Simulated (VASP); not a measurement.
Wanted: the native input for a VASP 6.6.1 run.

* Task: single point
* Functional: PBE
* Potentials or basis: VASP PAW PBE potentials, release 64 (Au)
* Cutoff: 520 eV
* k mesh: 11 × 11 × 6
* Occupations: fermi-dirac, width 0.05 eV
* Spin: no spin polarisation
* Dipole correction: no
* Further INCAR settings: ALGO = Normal; EDIFF = 1e-06; NBANDS = 18

The structure of Au lies in POSCAR:

```
Au
1.0
    2.9568771850      0.0000000000      0.0000000000
   -1.4784385925      2.5607307581      0.0000000000
    0.0000000000      0.0000000000      4.9757105734
Au
2
Direct
    0.6666666667      0.3333333333      0.2500000000
    0.3333333333      0.6666666667      0.7500000000
```

One way to write it, as run:

INCAR

```
SYSTEM = Au
PREC = Accurate
ENCUT = 520
EDIFF = 1E-6
ISMEAR = -1
SIGMA = 0.05
LREAL = .FALSE.
LASPH = .TRUE.
NELM = 100
ALGO = Normal
ISIF = 2
LWAVE = .FALSE.
LCHARG = .FALSE.
GGA = PE
NBANDS = 18
```

KPOINTS

```
Automatic mesh
0
G
  11 11 6
  0 0 0
```

Potentials or basis: VASP PAW PBE potentials, release 64 (Au).

Launch:

```console
$ cat potpaw_PBE.64/Au/POTCAR > POTCAR
$ mpirun -np 1 vasp_std > vasp.out
```

Results of the run:

- Pressure: -5.7 GPa
- Band gap on the k mesh: zero (band 11 reaches 11.32 eV, above the bottom of band 12 at 5.40 eV)

Caveat: spin-orbit coupling is left out, which moves the levels of the heavy elements.

Run time: 37 s on 1 thread of Intel(R) Xeon(R) Platinum 8259CL CPU @ 2.50GHz (Skylake/Cascade Lake) (shared host), peak memory 0.18 GiB.
